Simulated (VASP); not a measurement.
# WC (Cmmm) in VASP: further runs

The runs below take WC through single point, relaxation of cell and atoms, with RPBE, revPBE, PBE+D3(BJ).

Everything below comes from runs of VASP 6.6.1. Logs are shortened: lines on timing, memory, paths and dates and some standing lists are left out, and cuts for length are marked.

### 1 The cell of the first run

It takes space group Cmmm (No. 65, orthorhombic). The conventional cell has a = 2.943 Å, b = 5.418 Å, c = 3.027 Å, α = 90.00°, β = 90.00°, γ = 90.00°. W (site symmetry mmm) has 4 C at 2.11 Å within 2.8 Å. Within 2.8 Å of C (site symmetry mmm) lie 4 W at 2.11 Å.

### 2 Single point, RPBE

File INCAR:

```
PREC     = Accurate       # precision mode
ENCUT    = 520            # plane-wave cutoff, eV
EDIFF    = 1E-7           # SCF threshold, eV
ISMEAR   = -1             # smearing method
SIGMA    = 0.05           # smearing width, eV
LREAL    = F              # projectors in reciprocal space
LASPH    = T              # aspherical terms in the spheres
NELM     = 80             # most SCF steps
ALGO     = Normal         # electronic algorithm
ISIF     = 2              # what is computed and relaxed
LWAVE    = F              # write WAVECAR
LCHARG   = F              # write CHGCAR
GGA      = RP             # functional
NBANDS   = 16             # bands
```

File KPOINTS:

```
Automatic mesh
0
Gamma
  10 10 6
```

File POSCAR:

```
WC
1.0
    1.4716679075     -2.7092215704      0.0000000000
    1.4716679075      2.7092215704      0.0000000000
    0.0000000000      0.0000000000      3.0265982215
W C
1 1
Direct
    0.5000000000      0.5000000000      0.5000000000
    0.0000000000      0.0000000000      0.0000000000
```

Potentials or basis: VASP PAW PBE potentials, release 64 (W_sv, C).

Launch:

```console
$ cat potpaw_PBE.64/W_sv/POTCAR potpaw_PBE.64/C/POTCAR > POTCAR
$ mpirun -np 1 vasp_std > vasp.out
```

OUTCAR:

```text
PREC = Accurate
   ENCUT = 520
   EDIFF = 1E-7
   ISMEAR = -1
   LREAL = F
   LASPH = T
   NELM = 80
   ISIF = 2
   GGA = RP

 ion  position               nearest neighbor table
   1  0.500  0.500  0.500-   2 2.11   2 2.11   2 2.11   2 2.11
   2  0.000  0.000  0.000-   1 2.11   1 2.11   1 2.11   1 2.11

  LATTYP: Found a base centered orthorhombic cell.
 ALAT       =     2.9433358150
 B/A-ratio  =     1.8409191072
 C/A-ratio  =     1.0282884495

  Lattice vectors:

 A1 = (   1.4716679075,  -2.7092215704,   0.0000000000)
 A2 = (   1.4716679075,   2.7092215704,   0.0000000000)
 A3 = (   0.0000000000,   0.0000000000,   3.0265982215)

Analysis of symmetry for initial positions (statically):
=====================================================================
 Subroutine PRICEL returns:
 Original cell was already a primitive cell.

 Routine SETGRP: Setting up the symmetry group for a
 base centered orthorhombic supercell.

 Subroutine GETGRP returns: Found  8 space group operations
 (whereof  8 operations were pure point group operations)
 out of a pool of  8 trial point group operations.

The static configuration has the point symmetry D_2h.

Analysis of symmetry for dynamics (positions and initial velocities):
=====================================================================
 Subroutine PRICEL returns:
 Original cell was already a primitive cell.

 Routine SETGRP: Setting up the symmetry group for a
 base centered orthorhombic supercell.

 Subroutine GETGRP returns: Found  8 space group operations
 (whereof  8 operations were pure point group operations)
 out of a pool of  8 trial point group operations.

The dynamic configuration has the point symmetry D_2h.

 Subroutine INISYM returns: Found  8 space group operations
 (whereof  8 operations are pure point group operations),
 and found     1 'primitive' translations

----------------------------------------------------------------------------------------

                                     Primitive cell

  volume of cell :      24.1345

  direct lattice vectors                    reciprocal lattice vectors
     1.471667908 -2.709221570  0.000000000     0.339750563 -0.184554857  0.000000000
     1.471667908  2.709221570  0.000000000     0.339750563  0.184554857  0.000000000
     0.000000000  0.000000000  3.026598222     0.000000000  0.000000000  0.330403948

  length of vectors
     3.083129570  3.083129570  3.026598222     0.386640583  0.386640583  0.330403948

  position of ions in fractional coordinates (direct lattice)
     0.500000000  0.500000000  0.500000000
     0.000000000  0.000000000  0.000000000

  ion indices of the primitive-cell ions
   primitive index   ion index
                 1           1
                 2           2

----------------------------------------------------------------------------------------

 KPOINTS: Automatic mesh

Automatic generation of k-mesh.
 Grid dimensions read from file:
 generate k-points for:   10   10    6

 Generating k-lattice:

  Cartesian coordinates                     Fractional coordinates (reciprocal lattice)
     0.033975056 -0.018455486  0.000000000     0.100000000  0.000000000  0.000000000
     0.033975056  0.018455486  0.000000000     0.000000000  0.100000000  0.000000000
     0.000000000  0.000000000  0.055067325     0.000000000  0.000000000  0.166666667

  Length of vectors
     0.038664058  0.038664058  0.055067325

  Shift w.r.t. Gamma in fractional coordinates (k-lattice)
     0.000000000  0.000000000  0.000000000

 Subroutine IBZKPT returns following result:
 ===========================================

 Found    124 irreducible k-points:

 Following reciprocal coordinates:
            Coordinates               Weight
  0.000000  0.000000  0.000000      1.000000
  0.100000 -0.000000  0.000000      4.000000
  0.200000 -0.000000  0.000000      4.000000
  0.300000  0.000000  0.000000      4.000000
  0.400000  0.000000  0.000000      4.000000
  0.500000  0.000000  0.000000      2.000000
[... 16 lines left out ...]
  0.300000  0.300000  0.000000      2.000000
  0.400000  0.300000  0.000000      4.000000
 [... further k-points ...]
   k-points           NKPTS =    124   k-points in BZ     NKDIM =    124   number of bands    NBANDS=     16
   number of dos      NEDOS =    301   number of ions     NIONS =      2
   total plane-waves  NPLWV =  13824
   dimension x,y,z NGX =    24 NGY =   24 NGZ =   24
   dimension x,y,z NGXF=    48 NGYF=   48 NGZF=   48
   ions per type =               1   1
   NGX,Y,Z   is equivalent  to a cutoff of  12.94, 12.94, 13.18 a.u.
   NGXF,Y,Z  is equivalent  to a cutoff of  25.88, 25.88, 26.37 a.u.
 SYSTEM =  unknown system
   PREC   = accura    normal or accurate (medium, high low for compatibility)
   ISTART =      0    job   : 0-new  1-cont  2-samecut
   ICHARG =      2    charge: 1-file 2-atom 10-const
   ISPIN  =      1    spin polarized calculation?
   LNONCOLLINEAR =      F non collinear calculations
   LSORBIT =      F    spin-orbit coupling
   LASPH  =      T    aspherical Exc in radial PAW
   ENCUT  =  520.0 eV  38.22 Ry    6.18 a.u.   5.73  5.73  5.63*2*pi/ulx,y,z
   NELM   =     80;   NELMIN=  2; NELMDL= -5     # of ELM steps
   EDIFF  = 0.1E-06   stopping-criterion for ELM
   LREAL  =      F    real-space projection
   EDIFFG = 0.1E-05   stopping-criterion for IOM
   NSW    =      0    number of steps for IOM
   IBRION =     -1    ionic relax: 0-MD 1-quasi-New 2-CG
   NFREE  =      0    steps in history (QN), initial steepest desc. (CG)
   ISIF   =      2    stress and relaxation
   ISYM   =      2    0-nonsym 1-usesym 2-fastsym
   POTIM  = 0.5000    time-step for ionic-motion
   TEBEG  =    0.0;   TEEND  =   0.0 temperature during run
   PSTRESS=    0.0 pullay stress
   NELECT =      18.0000    total number of electrons
   NUPDOWN=      -1.0000    fix difference up-down
   EMIN   =  10.00;   EMAX   =-10.00  energy-range for DOS
   EFERMI =   0.00;   METHOD = LEGACY
   ISMEAR =    -1;   SIGMA  =   0.05  broadening in eV -4-tet -1-fermi 0-gaus
   EFERMI_NEDOS =   21; number of points for ismear=-14 and -15
   IALGO  =     38    algorithm
   IMIX   =      4    mixing-type and parameters
     AMIX     =   0.40;   BMIX     =  1.00
     AMIX_MAG =   1.60;   BMIX_MAG =  1.00
  volume/ion in A,a.u.               =      12.07        81.43
  Fermi-wavevector in a.u.,A,eV,Ry     =   1.484634  2.805551 29.989105  2.204137
  Thomas-Fermi vector in A             =   2.598146
   LORBIT       =      0    0 simple, 1 ext, 2 COOP (PROOUT), +10 PAW based schemes
   GGA     = RP    functional components
   LHFCALC =     F    Hartree Fock is set to
   AEXX    =    0.0000 exact exchange contribution
   IVDW    =     0    specifies the selected vdW correction
   LEPSILON=     F    determine dielectric tensor
   LRPA    =     F    only Hartree local field effects (RPA)
 non-spin polarized calculation
  energy-cutoff  :      520.00
  volume of cell :       24.13
 maximum number of plane-waves:       672
   NGX = 11   NGY = 11   NGZ = 11

 number of electron      17.9999998 magnetization

 Free energy of the ion-electron system (eV)
  ---------------------------------------------------
  ext. energy  EPLUGINS =         0.00000000
  ---------------------------------------------------
  free energy    TOTEN  =       -19.66289812 eV

  energy without entropy =      -19.65292130  energy(sigma->0) =      -19.65790971

 E-fermi :   9.7298     XC(G=0): -12.8270

 val. band max:        9.7243627286   @ k =  -0.1000   0.1000   0.3333
 cond. band min:       9.7371115004   @ k =   0.2000   0.2000   0.5000
 fundamental gap:      0.0127487718
 Fermi energy:         9.7297718353

 k-point     1 :       0.0000    0.0000    0.0000
  band No.  band energies     occupation
      1     -64.8577      2.00000
      2     -28.9978      2.00000
      3     -28.8836      2.00000
      4     -28.7647      2.00000
      5      -4.5432      2.00000
      6       5.2494      2.00000
[... 8 lines left out ...]
     15      23.9173      0.00000
     16      25.4781      0.00000

 k-point     2 :       0.1000   -0.0000    0.0000
  band No.  band energies     occupation
      1     -64.8541      2.00000
      2     -28.9890      2.00000
      3     -28.9401      2.00000
      4     -28.7791      2.00000
      5      -4.2899      2.00000
      6       5.3194      2.00000
[... 8 lines left out ...]
     15      23.1666      0.00000
     16      25.6118      0.00000

 k-point     3 :       0.2000   -0.0000    0.0000
  band No.  band energies     occupation
      1     -64.8448      2.00000
      2     -29.0900      2.00000
      3     -28.9660      2.00000
      4     -28.8123      2.00000
      5      -3.5684      2.00000
      6       5.2326      2.00000
[... 8 lines left out ...]
     15      21.4764      0.00000
     16      25.6340      0.00000

 k-point     4 :       0.3000    0.0000    0.0000
  band No.  band energies     occupation
      1     -64.8333      2.00000
      2     -29.2728      2.00000
      3     -28.9375      2.00000
      4     -28.8507      2.00000
      5      -2.4809      2.00000
      6       4.1618      2.00000
[... 8 lines left out ...]
     15      21.2718      0.00000
     16      25.0333      0.00000

 k-point     5 :       0.4000    0.0000    0.0000
  band No.  band energies     occupation
      1     -64.8239      2.00000
      2     -29.4175      2.00000
      3     -28.9142      2.00000
      4     -28.8809      2.00000
      5      -1.1905      2.00000
      6       2.6279      2.00000
[... 8 lines left out ...]
     15      20.6449      0.00000
     16      24.1949      0.00000

 k-point     6 :       0.5000    0.0000    0.0000
  band No.  band energies     occupation
      1     -64.8204      2.00000
      2     -29.4721      2.00000
      3     -28.9053      2.00000
      4     -28.8924      2.00000
      5      -0.3020      2.00000
      6       1.6507      2.00000
[... 8 lines left out ...]
     15      21.0054      0.00000
     16      23.6845      0.00000

 k-point     7 :       0.1000    0.1000    0.0000
  band No.  band energies     occupation
      1     -64.8467      2.00000
      2     -29.0756      2.00000
      3     -28.9698      2.00000
      4     -28.7874      2.00000
      5      -3.7059      2.00000
      6       5.1834      2.00000
[... 8 lines left out ...]
     15      22.1513      0.00000
     16      25.6656      0.00000

 k-point     8 :       0.2000    0.1000    0.0000
  band No.  band energies     occupation
      1     -64.8358      2.00000
      2     -29.2484      2.00000
      3     -28.9426      2.00000
      4     -28.8219      2.00000
      5      -2.7339      2.00000
      6       4.4408      2.00000
[... 8 lines left out ...]
     15      21.2844      0.00000
     16      25.0642      0.00000

 k-point     9 :       0.3000    0.1000    0.0000
  band No.  band energies     occupation
      1     -64.8258      2.00000
      2     -29.3948      2.00000
      3     -28.9180      2.00000
      4     -28.8663      2.00000
      5      -1.5120      2.00000
      6       3.1069      2.00000
[... 8 lines left out ...]
     15      20.9789      0.00000
     16      24.1995      0.00000
[... 172 lines left out ...]
 k-point    19 :       0.5000    0.2000    0.0000
  band No.  band energies     occupation
      1     -64.8248      2.00000
      2     -29.3072      2.00000
      3     -28.9894      2.00000
      4     -28.9208      2.00000
      5      -1.5938      2.00000
      6       3.3853      2.00000
[... 8 lines left out ...]
     15      21.6590      0.00000
     16      24.3008      0.00000

 k-point    20 :      -0.4000    0.2000    0.0000
  band No.  band energies     occupation
      1     -64.8337      2.00000
      2     -29.1569      2.00000
      3     -28.9732      2.00000
      4     -28.9443      2.00000
      5      -2.7109      2.00000
      6       4.2865      2.00000
[... 8 lines left out ...]
     15      20.6996      0.00000
     16      26.1550      0.00000

 k-point    21 :      -0.3000    0.2000    0.0000
  band No.  band energies     occupation
      1     -64.8431      2.00000
      2     -29.0162      2.00000
      3     -28.9674      2.00000
      4     -28.9329      2.00000
      5      -3.5646      2.00000
      6       5.0107      2.00000
[... 8 lines left out ...]
     15      21.3955      0.00000
     16      26.7487      0.00000

 k-point    22 :      -0.2000    0.2000    0.0000
  band No.  band energies     occupation
      1     -64.8493      2.00000
      2     -28.9813      2.00000
      3     -28.9130      2.00000
      4     -28.9122      2.00000
      5      -4.0209      2.00000
      6       5.5473      2.00000
[... 8 lines left out ...]
     15      21.9259      0.00000
     16      26.4592      0.00000

 k-point    23 :       0.3000    0.3000    0.0000
  band No.  band energies     occupation
      1     -64.8190      2.00000
      2     -29.4071      2.00000
      3     -28.9948      2.00000
      4     -28.9044      2.00000
      5      -0.4395      2.00000
      6       2.3735      2.00000
[... 8 lines left out ...]
     15      21.4692      0.00000
     16      22.7796      0.00000

 k-point    24 :       0.4000    0.3000    0.0000
  band No.  band energies     occupation
      1     -64.8222      2.00000
      2     -29.2957      2.00000
      3     -29.0549      2.00000
      4     -28.9157      2.00000
      5      -1.3088      2.00000
      6       3.5179      2.00000
[... 8 lines left out ...]
     15      21.9029      0.00000
     16      23.5154      0.00000

 [... further k-points ...]
[... 5 lines left out ...]
  --------------------------------------------------------------------------------------
  -------------------------------------------------------------------------------------
  Total        0.1073160      0.0214986      0.1076465      0.0000000      0.0000000      0.0000000
  in kB        7.1242007      1.4271889      7.1461352      0.0000000      0.0000000      0.0000000
  external PRESSURE =       5.2325083 kB  Pullay stress =       0.0000000 kB

 VOLUME and BASIS-vectors are now :
 -----------------------------------------------------------------------------
  energy-cutoff  :      520.00
  volume of cell :       24.13
      direct lattice vectors                 reciprocal lattice vectors
     1.471667908 -2.709221570  0.000000000     0.339750563 -0.184554857  0.000000000
     1.471667908  2.709221570  0.000000000     0.339750563  0.184554857  0.000000000
     0.000000000  0.000000000  3.026598222     0.000000000  0.000000000  0.330403948

 POSITION                                       TOTAL-FORCE (eV/Angst)
 -----------------------------------------------------------------------------------
      1.47167      0.00000      1.51330        -0.000000      0.000000      0.000000
      0.00000      0.00000      0.00000         0.000000     -0.000000      0.000000
 -----------------------------------------------------------------------------------
    total drift:                                0.000000     -0.000000     -0.000000

  FREE ENERGIE OF THE ION-ELECTRON SYSTEM (eV)
  ---------------------------------------------------
  free  energy   TOTEN  =       -19.6628981154 eV

  energy  without entropy=      -19.6529213025  energy(sigma->0) =      -19.65790971
```

It took 22 s on 1 thread of AMD EPYC 9R45 (Zen 5), shared host; peak memory 0.14 GiB.

Results:

```
Free energy            : -19.6629 eV
Pressure               : 0.5 GPa
Band gap on the k mesh : zero (band 9 reaches 11.84 eV, above the bottom of band 10 at 8.75 eV)
```

Stress tensor (GPa, compression positive):
```
0.71 0.00 0.00
0.00 0.14 0.00
0.00 0.00 0.71
```

Levels at points of the mesh, in eV from the Fermi level:
| k point | band 5 | band 6 | band 7 | band 8 | band 9 | band 10 | band 11 | band 12 | band 13 | band 14 |
| --- | --- | --- | --- | --- | --- | --- | --- | --- | --- | --- |
| (0.00, 0.00, 0.00) | -14.27 | -4.48 | -2.60 | -0.99 | -0.64 | 0.16 | 0.28 | 1.36 | 2.27 | 8.77 |
| (0.50, 0.00, 0.00) | -10.03 | -8.08 | -5.74 | -5.64 | 1.45 | 2.45 | 3.53 | 4.75 | 5.06 | 9.96 |
| (0.50, 0.50, 0.00) | -12.68 | -5.42 | -3.90 | -0.69 | -0.51 | -0.34 | 0.91 | 2.92 | 4.05 | 8.10 |
| (0.00, 0.00, 0.50) | -10.87 | -8.58 | -4.83 | -2.35 | -1.47 | -0.10 | 2.55 | 3.72 | 8.21 | 11.00 |
| (0.50, 0.00, 0.50) | -12.18 | -3.79 | -3.56 | -3.03 | -1.35 | -0.32 | 2.98 | 3.81 | 7.30 | 7.91 |
| (0.50, 0.50, 0.50) | -9.26 | -7.77 | -7.07 | -5.48 | 2.11 | 2.70 | 3.17 | 5.28 | 5.48 | 9.69 |

Caveat: the PAW data sets were made with another functional, which shifts forces and pressure a little; spin-orbit coupling is left out, which moves the levels of the heavy elements.

### 3 Single point, RPBE

This run uses another cell than the first one, of 14.97 Å³/atom, 1.241 times its volume.

File INCAR:

```
SYSTEM = WC
PREC = Accurate
ENCUT = 520
EDIFF = 1E-6
ISMEAR = -1
SIGMA = 0.05
LREAL = .False.
LASPH = .True.
NELM = 60
ALGO = Normal
ISIF = 2
LWAVE = .False.
LCHARG = .True.
GGA = RP
LELF = .True.
LVHAR = .True.
NBANDS = 16
```

File KPOINTS:

```
Automatic mesh
0
Gamma
  10 10 6
  0 0 0
```

File POSCAR:

```
WC
1.0
    1.6403461100     -2.1180379000      0.0000000000
    1.6403461100      2.1180379000      0.0000000000
    0.0000000000      0.0000000000      4.3094211000
W C
1 1
Direct
    0.5000000000      0.5000000000      0.5000000000
    0.0000000000      0.0000000000      0.0000000000
```

Potentials or basis: VASP PAW PBE potentials, release 64 (W_sv, C).

Launch:

```console
$ cat potpaw_PBE.64/W_sv/POTCAR potpaw_PBE.64/C/POTCAR > POTCAR
$ mpirun -np 1 vasp_std > vasp.out
```

Run time: 21 s. Hardware: 1 thread of AMD EPYC 9R45 (Zen 5), shared host; peak memory 0.15 GiB.

Results (log left out):

| Property | Result |
| --- | --- |
| Free energy | -15.8574 eV |
| Pressure | -29.3 GPa |
| Band gap on the k mesh | zero (band 9 reaches 9.06 eV, above the bottom of band 10 at 4.98 eV) |

Stress tensor (GPa, compression positive):
```
-32.24   0.00   0.00
  0.00   0.55   0.00
  0.00   0.00 -56.06
```

Levels at points of the mesh, in eV from the Fermi level:
| k point | band 6 | band 7 | band 8 | band 9 | band 10 | band 11 | band 12 | band 13 |
| --- | --- | --- | --- | --- | --- | --- | --- | --- |
| (0.00, 0.00, 0.00) | -5.60 | -3.41 | -3.21 | 1.83 | 2.08 | 2.12 | 2.67 | 2.73 |
| (0.50, 0.00, 0.00) | -5.82 | -4.80 | -3.69 | 1.87 | 1.89 | 2.62 | 3.47 | 4.36 |
| (0.50, 0.50, 0.00) | -3.75 | -3.30 | -2.60 | -0.90 | -0.72 | -0.19 | 1.02 | 6.05 |
| (0.00, 0.00, 0.50) | -7.94 | -3.38 | -2.66 | 0.22 | 2.06 | 2.61 | 3.70 | 4.43 |
| (0.50, 0.00, 0.50) | -4.48 | -3.93 | -2.50 | -0.68 | 0.25 | 2.23 | 2.38 | 2.64 |
| (0.50, 0.50, 0.50) | -5.68 | -5.01 | -2.86 | 0.24 | 1.09 | 2.67 | 3.65 | 4.14 |

Caveat: the PAW data sets were made with another functional, which shifts forces and pressure a little; spin-orbit coupling is left out, which moves the levels of the heavy elements.

(Part 1 of 2 ends here.)
